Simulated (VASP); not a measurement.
# CdS (Hawleyite) (F-43m) in VASP: notebook

CdS (Hawleyite) is run at these levels: revPBE, revPBE+D3(BJ), RPBE+D4; tasks: relaxation of cell and atoms, single point.

Everything below comes from runs of VASP 6.6.1. Logs are shortened: lines on timing, memory, paths and dates and some standing lists are left out, and cuts for length are marked.

## Step 1: The cell of the first run

It takes space group F-43m (No. 216, cubic). Conventional cell: a = 5.833 Å, b = 5.833 Å, c = 5.833 Å, α = 90.00°, β = 90.00°, γ = 90.00°. Within 3.3 Å of Cd (site symmetry -43m) lie 4 S at 2.53 Å. S (site symmetry -43m) has 4 Cd at 2.53 Å within 3.3 Å.

## Step 2: Relaxation of cell and atoms, revPBE

Contents of INCAR:

```
SYSTEM = CdS
  PREC = Accurate
  ENCUT = 600
  EDIFF = 1E-7
  ISMEAR = -1
  SIGMA = 0.05
  LREAL = .FALSE.
  LASPH = .TRUE.
  NELM = 80
  ALGO = Normal
  ISIF = 3
  LWAVE = .FALSE.
  LCHARG = .FALSE.
  GGA = RE
  IBRION = 2
  NSW = 80
  EDIFFG = -0.02
```

Contents of KPOINTS:

```
regular mesh
0
G
  8 8 8
  0 0 0
```

Contents of POSCAR:

```
CdS
1.0
    0.0000000000      2.9165000000      2.9165000000
    2.9165000000      0.0000000000      2.9165000000
    2.9165000000      2.9165000000      0.0000000000
Cd S
1 1
Direct
    0.0000000000      0.0000000000      0.0000000000
    0.7500000000      0.7500000000      0.7500000000
```

Potentials or basis: VASP PAW PBE potentials, release 64 (Cd, S).

Command:

```bash
> cat potpaw_PBE.64/Cd/POTCAR potpaw_PBE.64/S/POTCAR > POTCAR
> mpirun -np 1 vasp_std > vasp.out
```

OUTCAR:

```text
SYSTEM = CdS
   PREC = Accurate
   ENCUT = 600
   EDIFF = 1E-7
   ISMEAR = -1
   LREAL = .FALSE.
   LASPH = .TRUE.
   NELM = 80
   ISIF = 3
   GGA = RE
   IBRION = 2
   NSW = 80
   EDIFFG = -0.02

 ion  position               nearest neighbor table
   1  0.000  0.000  0.000-   2 2.53   2 2.53   2 2.53   2 2.53
   2  0.750  0.750  0.750-   1 2.53   1 2.53   1 2.53   1 2.53

  LATTYP: Found a face centered cubic cell.
 ALAT       =     5.8330000000

  Lattice vectors:

 A1 = (   0.0000000000,   2.9165000000,   2.9165000000)
 A2 = (   2.9165000000,   0.0000000000,   2.9165000000)
 A3 = (   2.9165000000,   2.9165000000,   0.0000000000)

Analysis of symmetry for initial positions (statically):
=====================================================================
 Subroutine PRICEL returns:
 Original cell was already a primitive cell.

 Routine SETGRP: Setting up the symmetry group for a
 face centered cubic supercell.

 Subroutine GETGRP returns: Found 24 space group operations
 (whereof 24 operations were pure point group operations)
 out of a pool of 48 trial point group operations.

The static configuration has the point symmetry T_d .

Analysis of symmetry for dynamics (positions and initial velocities):
=====================================================================
 Subroutine PRICEL returns:
 Original cell was already a primitive cell.

 Routine SETGRP: Setting up the symmetry group for a
 face centered cubic supercell.

 Subroutine GETGRP returns: Found 24 space group operations
 (whereof 24 operations were pure point group operations)
 out of a pool of 48 trial point group operations.

The dynamic configuration has the point symmetry T_d .

 Subroutine INISYM returns: Found 24 space group operations
 (whereof 24 operations are pure point group operations),
 and found     1 'primitive' translations

----------------------------------------------------------------------------------------

                                     Primitive cell

  volume of cell :      49.6153

  direct lattice vectors                    reciprocal lattice vectors
     0.000000000  2.916500000  2.916500000    -0.171438368  0.171438368  0.171438368
     2.916500000  0.000000000  2.916500000     0.171438368 -0.171438368  0.171438368
     2.916500000  2.916500000  0.000000000     0.171438368  0.171438368 -0.171438368

  length of vectors
     4.124553855  4.124553855  4.124553855     0.296939964  0.296939964  0.296939964
[... 96 lines left out ...]
   ISMEAR =    -1;   SIGMA  =   0.05  broadening in eV -4-tet -1-fermi 0-gaus
   EFERMI_NEDOS =   21; number of points for ismear=-14 and -15
   IALGO  =     38    algorithm
   IMIX   =      4    mixing-type and parameters
     AMIX     =   0.40;   BMIX     =  1.00
     AMIX_MAG =   1.60;   BMIX_MAG =  1.00
  volume/ion in A,a.u.               =      24.81       167.41
  Fermi-wavevector in a.u.,A,eV,Ry     =   1.167599  2.206442 18.548649  1.363287
  Thomas-Fermi vector in A             =   2.304097
   LORBIT       =      0    0 simple, 1 ext, 2 COOP (PROOUT), +10 PAW based schemes
   GGA     = RE    functional components
   LHFCALC =     F    Hartree Fock is set to
   AEXX    =    0.0000 exact exchange contribution
   IVDW    =     0    specifies the selected vdW correction
   LEPSILON=     F    determine dielectric tensor
   LRPA    =     F    only Hartree local field effects (RPA)
 conjugate gradient relaxation of ions
 non-spin polarized calculation
  energy-cutoff  :      600.00
  volume of cell :       49.62
 maximum number of plane-waves:      1676
 NGX is ok and might be reduce to    36
   NGX = 17   NGY = 17   NGZ = 17

--------------------------------------- Ionic step        1  -------------------------------------------

 number of electron      17.9999999 magnetization

 Free energy of the ion-electron system (eV)
  ---------------------------------------------------
  ext. energy  EPLUGINS =         0.00000000
  ---------------------------------------------------
  free energy    TOTEN  =        -5.53209377 eV

  energy without entropy =       -5.53209374  energy(sigma->0) =       -5.53209376

------------------------ aborting loop because EDIFF is reached ----------------------------------------

  FORCE on cell =-STRESS in cart. coord.  units (eV):
  Direction    XX          YY          ZZ          XY          YZ          ZX
  --------------------------------------------------------------------------------------
  -------------------------------------------------------------------------------------
  Total        1.4860967      1.4860967      1.4860967     -0.0000000      0.0000000      0.0000000
  in kB       47.9890026     47.9890026     47.9890026     -0.0000000      0.0000000      0.0000000
  external PRESSURE =      47.9890026 kB  Pullay stress =       0.0000000 kB
[... 59 lines left out ...]
--------------------------------------- Ionic step        3  -------------------------------------------

 number of electron      18.0000002 magnetization

 Free energy of the ion-electron system (eV)
  ---------------------------------------------------
  ext. energy  EPLUGINS =         0.00000000
  ---------------------------------------------------
  free energy    TOTEN  =        -5.59077825 eV

  energy without entropy =       -5.59077806  energy(sigma->0) =       -5.59077816

 E-fermi :   1.3405     XC(G=0):  -8.5744

 val. band max:        0.7448029160   @ k =   0.0000   0.0000   0.0000
 cond. band min:       1.8490302716   @ k =   0.0000   0.0000   0.0000
 fundamental gap:      1.1042273556
 Fermi energy:         1.3404600678

 k-point     1 :       0.0000    0.0000    0.0000
  band No.  band energies     occupation
      1     -11.1410      2.00000
      2      -6.7314      2.00000
      3      -6.7314      2.00000
      4      -6.7314      2.00000
      5      -6.3574      2.00000
      6      -6.3574      2.00000
      7       0.7448      1.99999
      8       0.7448      1.99999
      9       0.7448      1.99999
     10       1.8490      0.00008
     11       7.3527      0.00000
     12       7.3527      0.00000
     13       7.3527      0.00000
[... 354 lines left out ...]
  band No.  band energies     occupation
      1     -10.7422      2.00000
      2      -6.5986      2.00000
      3      -6.5709      2.00000
      4      -6.3734      2.00000
      5      -6.3354      2.00000
      6      -5.9512      2.00000
      7      -2.9038      2.00000
      8      -0.9200      2.00000
      9      -0.2874      2.00000
     10       4.9539      0.00000
     11       6.7229      0.00000
     12       7.9055      0.00000
     13       9.0475      0.00000

 [... further k-points ...]
[... 5 lines left out ...]
  --------------------------------------------------------------------------------------
  -------------------------------------------------------------------------------------
  Total        0.0058853      0.0058853      0.0058853      0.0000000     -0.0000000      0.0000000
  in kB        0.1751581      0.1751581      0.1751581      0.0000000     -0.0000000      0.0000000
  external PRESSURE =       0.1751581 kB  Pullay stress =       0.0000000 kB
[... 17 lines left out ...]
  FREE ENERGIE OF THE ION-ELECTRON SYSTEM (eV)
  ---------------------------------------------------
  free  energy   TOTEN  =        -5.5907782522 eV

  energy  without entropy=       -5.5907780638  energy(sigma->0) =       -5.59077816

 reached required accuracy - stopping structural energy minimisation
```

OSZICAR:

```text
N       E                     dE             d eps       ncg     rms          rms(c)
DAV:   1     0.121972858100E+03    0.12197E+03   -0.99228E+03   770   0.142E+03
DAV:   2    -0.416584614434E+00   -0.12239E+03   -0.11688E+03   839   0.312E+02
DAV:   3    -0.602584444500E+01   -0.56093E+01   -0.55910E+01   949   0.688E+01
[... 31 lines left out ...]
DAV:   6    -0.559077810345E+01   -0.18136E-04   -0.54840E-05   789   0.951E-02    0.232E-02
DAV:   7    -0.559077777516E+01    0.32829E-06   -0.54892E-06   859   0.173E-02    0.878E-03
DAV:   8    -0.559077810751E+01   -0.33235E-06   -0.17784E-07   766   0.347E-03    0.147E-03
DAV:   9    -0.559077823722E+01   -0.12971E-06   -0.17102E-07   751   0.284E-03    0.134E-03
DAV:  10    -0.559077825215E+01   -0.14930E-07   -0.17436E-08   617   0.126E-03
   3 F= -.55907783E+01 E0= -.55907782E+01  d E =-.586845E-01
```

CONTCAR:

```text
CdS
   1.00000000000000
    -0.0000000000000000    2.9969090085766608    2.9969090085766608
     2.9969090085766608   -0.0000000000000000    2.9969090085766608
     2.9969090085766608    2.9969090085766608    0.0000000000000000
  Cd              S
     1     1
Direct
     0.0000000000000000    0.0000000000000000    0.0000000000000000
     0.7500000000000000    0.7500000000000000    0.7500000000000000

  0.00000000E+00  0.00000000E+00  0.00000000E+00
  0.00000000E+00  0.00000000E+00  0.00000000E+00
```

Wall time 66 s (1 thread of Intel Xeon 6975P-C, shared host); peak memory 0.22 GiB.

What came out:

```yaml
Free_energy: -5.5908 eV
Relaxed_volume: 26.92 Å³/atom
Relaxed_cell: a = 4.238 Å, b = 4.238 Å, c = 4.238 Å, α = 60.00°, β = 60.00°, γ = 60.00°
Space_group_after_relaxing_to_0.05_Å: F-43m (No. 216)
Energy_gained_by_relaxing: 29.3 meV/atom
Ionic_steps: 3
Pressure_after_relaxing: 0.0 GPa
Band_gap_on_the_k_mesh: 1.10 eV, direct
```

The path:
```
step  energy change (eV)  largest force (eV/Å)  pressure (GPa)  volume (Å³)
   1              0.0000                0.0000            4.80        49.62
   2             -0.0542                0.0000           -1.09        55.14
   3             -0.0587                0.0000            0.02        53.83
```

Final structure:
```xyz
2
Lattice="0.0000 2.9969 2.9969 2.9969 0.0000 2.9969 2.9969 2.9969 0.0000" Properties=species:S:1:pos:R:3 pbc="T T T"
Cd    0.0000    0.0000    0.0000
S     4.4954    4.4954    4.4954
```

Levels at points of the mesh, in eV from the valence-band top:
| k point | band 6 | band 7 | band 8 | band 9 | band 10 | band 11 | band 12 | band 13 |
| --- | --- | --- | --- | --- | --- | --- | --- | --- |
| (0.00, 0.00, 0.00) | -7.10 | 0.00 | 0.00 | 0.00 | 1.10 | 6.61 | 6.61 | 6.61 |
| (0.50, 0.00, 0.00) | -6.79 | -3.89 | -0.64 | -0.64 | 2.98 | 7.06 | 7.06 | 7.38 |
| (0.50, 0.50, 0.00) | -6.73 | -3.57 | -1.60 | -1.60 | 3.83 | 4.29 | 9.08 | 10.39 |

Caveat: the PAW data sets were made with another functional, which shifts forces and pressure a little.

(Continued in part 2 of 2.)
